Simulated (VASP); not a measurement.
Input of a VASP 6.6.1 run:

INCAR

```
SYSTEM = CuAu
PREC     = Accurate       ! precision mode
ENCUT    = 520            ! plane-wave cutoff, eV
EDIFF    = 1E-6           ! SCF threshold, eV
ISMEAR   = -1             ! smearing method
SIGMA    = 0.1            ! smearing width, eV
LREAL    = .FALSE.        ! projectors in reciprocal space
LASPH    = .TRUE.         ! aspherical terms in the spheres
NELM     = 60             ! most SCF steps
ALGO     = Normal         ! electronic algorithm
ISIF     = 2              ! what is computed and relaxed
LWAVE    = .FALSE.        ! write WAVECAR
LCHARG   = .FALSE.        ! write CHGCAR
LDIPOL   = .TRUE.       
IDIPOL   = 3            
DIPOL    = 0.5 0.5 0.500
GGA      = PE             ! functional
EFIELD   = 0.05         
NBANDS   = 42             ! bands
```

KPOINTS

```
regular mesh
0
G
  6 6 1
  0 0 0
```

File POSCAR:

```
CuAu
1.0
    4.5707266756      0.0000000000      0.0000000000
    3.6595310599      2.7384989246      0.0000000000
    0.0000000000      0.0000000000     22.1322356818
Cu Au
3 3
Direct
    0.7223217553      0.7223217785      0.4168782255
    0.1669652658      0.1669653356      0.5277072582
    0.6116087763      0.6116088926      0.6385362909
    0.0000000000      0.0000000000      0.3614637091
    0.4446435105      0.4446435571      0.4722927418
    0.8892870210      0.8892871141      0.5831217745
```

Potentials or basis: VASP PAW PBE potentials, release 64 (Cu, Au).

Command:

```console
$ cat potpaw_PBE.64/Cu/POTCAR potpaw_PBE.64/Au/POTCAR > POTCAR
$ mpirun -np 1 vasp_std > vasp.out
```

Question: Estimate the band gap on the k mesh.

Answer: Zero (bands 33 and 34 overlap by 1.93 eV).

Question: Predict the largest force.

Answer: 0.900 eV/Å.

Forces on the atoms (eV/Å):
```
Cu  -0.125 -0.042  0.129
Cu   0.063  0.021  0.166
Cu   0.048  0.016 -0.899
Au   0.098  0.033  0.071
Au  -0.046 -0.015 -0.196
Au  -0.038 -0.013  0.729
```

Caveat: the k points lie up to 0.38 Å⁻¹ apart, too coarse for converged energies and pressures of a metal; spin-orbit coupling is left out, which moves the levels of the heavy elements.
